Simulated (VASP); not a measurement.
A run of VASP 6.6.1 is set up as follows.

INCAR

```
  PREC = Accurate
  ENCUT = 520
  EDIFF = 1E-6
  ISMEAR = -1
  SIGMA = 0.1
  LREAL = False
  LASPH = True
  NELM = 100
  ALGO = Normal
  ISIF = 2
  LWAVE = False
  LCHARG = False
  GGA = RE
  NBANDS = 19
```

Contents of KPOINTS:

```
regular mesh
0
Gamma
  10 10 13
```

File POSCAR:

```
Os
1.0
    4.1533437747      0.0000000000      0.0000000000
   -2.0766718873      3.5969012195      0.0000000000
    0.0000000000      0.0000000000      2.6150159259
Os
3
Direct
    1.0000000000      1.0000000000      0.0000000000
    0.3333333333      0.6666666667      0.5000000000
    0.6666666667      0.3333333333      0.5000000000
```

Potentials or basis: VASP PAW PBE potentials, release 64 (Os).

Launch:

```sh
$ cat potpaw_PBE.64/Os/POTCAR > POTCAR
$ mpirun -np 1 vasp_std > vasp.out
```

Task: Predict the pressure.

Result: 63.3 GPa.

Task: What does it give for the band gap on the k mesh?

Result: Zero (bands 12 and 13 overlap by 3.03 eV).

Stress tensor (GPa, compression positive):
```
65.87  0.00  0.00
 0.00 65.87  0.00
 0.00  0.00 58.21
```

Caveat: the stress differs along the axes, from 58 to 66 GPa; the PAW data sets were made with another functional, which shifts forces and pressure a little; spin-orbit coupling is left out, which moves the levels of the heavy elements.
